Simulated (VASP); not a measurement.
Input of a VASP 6.6.1 run:

INCAR

```
SYSTEM = BO
PREC = Accurate
ENCUT = 520
EDIFF = 1E-6
ISMEAR = 0
SIGMA = 0.1
LREAL = .FALSE.
LASPH = .TRUE.
NELM = 100
ALGO = Normal
ISIF = 2
LWAVE = .FALSE.
LCHARG = .TRUE.
GGA = PE
LELF = .TRUE.
LVHAR = .TRUE.
NBANDS = 12
```

The input KPOINTS:

```
regular mesh
0
G
  6 6 6
  0 0 0
```

Contents of POSCAR:

```
BO
1.0
    1.1947850717      0.6898094828      4.6246194524
   -1.1947850717      0.6898094828      4.6246194524
    0.0000000000     -1.3796189655      4.6246194524
B O
1 1
Direct
    0.2660254756      0.2660254756      0.2660254756
   -0.0238551356     -0.0238551356     -0.0238551356
```

Potentials or basis: VASP PAW PBE potentials, release 64 (B, O).

Command:

```console
$ cat potpaw_PBE.64/B/POTCAR potpaw_PBE.64/O/POTCAR > POTCAR
$ mpirun -np 1 vasp_std > vasp.out
```

**Question.** Estimate the band gap on the k mesh.

**Answer.** Zero (an odd number of electrons rules out a gap without spin polarisation).

**Question.** What does it give for the largest force?

**Answer.** 0.015 eV/Å.

**Question.** Predict the pressure.

**Answer.** 0.6 GPa.

Forces in eV/Å, atoms in the order of the input:
```
B    0.000  0.000 -0.015
O    0.000  0.000  0.015
```

Caveat: the k points lie up to 0.51 Å⁻¹ apart, too coarse for converged energies and pressures of a metal; an odd number of electrons without spin polarisation forces a metal; a magnetic or distorted state may lie lower.
